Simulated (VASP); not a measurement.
A run of VASP 6.6.1:

Contents of INCAR:

```
ALGO = Normal ; EDIFF = 1E-7
ENCUT = 520 ; GGA = PE
ISIF = 2 ; ISMEAR = 0
ISPIN = 2 ; LASPH = T
LCHARG = F ; LORBIT = 11
LREAL = F ; LWAVE = F
MAGMOM = 0 0.55 0.55 ; NBANDS = 22
NELM = 150 ; PREC = Accurate
SIGMA = 0.1
```

Contents of KPOINTS:

```
k-points
0
Gamma
  12 12 16
```

The input POSCAR:

```
NaF2
1.0
    3.8355228252      0.0000000000      0.0000000000
   -1.9177614126      3.3216602035      0.0000000000
    0.0000000000      0.0000000000      3.0949740550
Na F
1 2
Direct
    0.0000000000      0.0000000000      0.0000000000
    0.3333333333      0.6666666667      0.5000000000
    0.6666666667      0.3333333333      0.5000000000
```

Potentials or basis: VASP PAW PBE potentials, release 64 (Na_pv, F).

Run with:

```console
$ cat potpaw_PBE.64/Na_pv/POTCAR potpaw_PBE.64/F/POTCAR > POTCAR
$ mpirun -np 1 vasp_std > vasp.out
```

Hardware: 1 thread of Intel(R) Xeon(R) 6975P-C (Granite Rapids) (shared host).

Question: How long does it take, and how much memory?

Answer: Wall time 100 s on 1 thread of Intel(R) Xeon(R) 6975P-C (Granite Rapids), on a shared host, peak memory 0.31 GiB. Counts: scf iterations 15, k points 171.
